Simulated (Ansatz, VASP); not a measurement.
# One calculation of WC, two programs

```
W C
1.0
     2.86334    0.00000    0.00000
    -1.43167    2.53033    0.00000
     0.00000    0.00000    2.84708
W C
1 1
Cartesian
  0.0000 0.0000 0.0000
  1.4317 0.8434 1.4235
```

Change from the starting cell: strain -0.0200 x Voigt [1, 0, 0, 0, 0, 0], atoms carried along.

Alike in both runs: task single point; functional PBE; k mesh 24 × 24 × 22; occupations gaussian, width 0.15 eV; no spin polarisation.

```csv
,VASP,Ansatz
version,VASP 6.6.1,Ansatz 0.2.0
potentials or method,"VASP PAW PBE potentials, release 64 (W_sv, C), cutoff 520 eV","scalar-relativistic, plane waves, PAW"
valence electrons in the cell,18,18
```

|  | VASP | Ansatz | Ansatz less VASP |
| --- | --- | --- | --- |
| gap on the k mesh at the Fermi level (eV) | none | none | - |
| pressure (GPa) | 9.1 | 7.9 | -1.21 |
| traceless stress, the component that is largest in VASP (GPa) | 7.55 | 7.62 | +0.068 |
| rms of the force components (eV/Å) | 0.064 | 0.062 | -0.0013 |

Atom by atom the forces differ by 0.001 eV/Å (rms over components). A gap of «none» marks a metal or a gap that the smearing closes. The functional is the same, so the differences come from potentials, cutoffs and numerics.

Neither program's run includes spin-orbit coupling.
